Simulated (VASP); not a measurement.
Write the native input for VASP 6.6.1 that does the following.

* Task: single point
* Functional: r2SCAN
* Potentials or basis: VASP PAW PBE potentials, release 64 (W_sv, C)
* Cutoff: 520 eV
* k mesh: 21 × 21 × 18
* Occupations: gaussian, width 0.15 eV
* Spin: no spin polarisation
* Dipole correction: no
* Further INCAR settings: ALGO = Normal; EDIFF = 1e-07; NBANDS = 16

WC:

```
W C
1.0
     2.94024    0.00000    0.00000
    -1.47012    2.54632    0.00000
     0.00000    0.00000    2.75305
W C
1 1
Cartesian
  0.0000 0.0000 0.0000
  1.4701 0.8488 1.3765
```

This cell differs from its parent crystal: ratio of the length along z to the lengths across it x 0.96, volume and fractional coordinates fixed.

One way to write it, as run:

POSCAR

```
WC
1.0
    2.9402392704      0.0000000000      0.0000000000
   -1.4701196352      2.5463219013      0.0000000000
    0.0000000000      0.0000000000      2.7530479113
W C
1 1
Direct
    0.0000000000      0.0000000000      0.0000000000
    0.6666666667      0.3333333333      0.5000000000
```

INCAR.step1

```
SYSTEM = WC
PREC = Accurate
ENCUT = 520
ISMEAR = 0
SIGMA = 0.15
LREAL = .False.
LASPH = .True.
NELM = 100
NBANDS = 16
GGA = PE
ALGO = Normal
EDIFF = 1E-4
LWAVE = .True.
LCHARG = .False.
```

INCAR.step2

```
SYSTEM = WC
PREC = Accurate
ENCUT = 520
EDIFF = 1E-7
ISMEAR = 0
SIGMA = 0.15
LREAL = .False.
LASPH = .True.
NELM = 100
ALGO = Normal
ISIF = 2
LWAVE = .False.
LCHARG = .False.
METAGGA = R2SCAN
LMIXTAU = .True.
NBANDS = 16
ISTART = 1
```

KPOINTS

```
Automatic mesh
0
Gamma
  21 21 18
  0 0 0
```

Potentials or basis: VASP PAW PBE potentials, release 64 (W_sv, C).

Launch:

```console
$ cat potpaw_PBE.64/W_sv/POTCAR potpaw_PBE.64/C/POTCAR > POTCAR
$ cp INCAR.step1 INCAR
$ mpirun -np 1 vasp_std > vasp.out
$ cp INCAR.step2 INCAR
$ mpirun -np 1 vasp_std > vasp.out
```

It gave:

| Quantity | Value |
| --- | --- |
| Pressure | 8.6 GPa |
| Band gap on the k mesh | zero (band 9 reaches 11.99 eV, above the bottom of band 10 at 10.53 eV) |

Caveat: the PAW data sets were made with another functional, which shifts forces and pressure a little; spin-orbit coupling is left out, which moves the levels of the heavy elements.

It took 3.9 min on 1 thread of Intel(R) Xeon(R) Platinum 8488C (Sapphire Rapids), with other jobs on the host, peak memory 0.26 GiB.
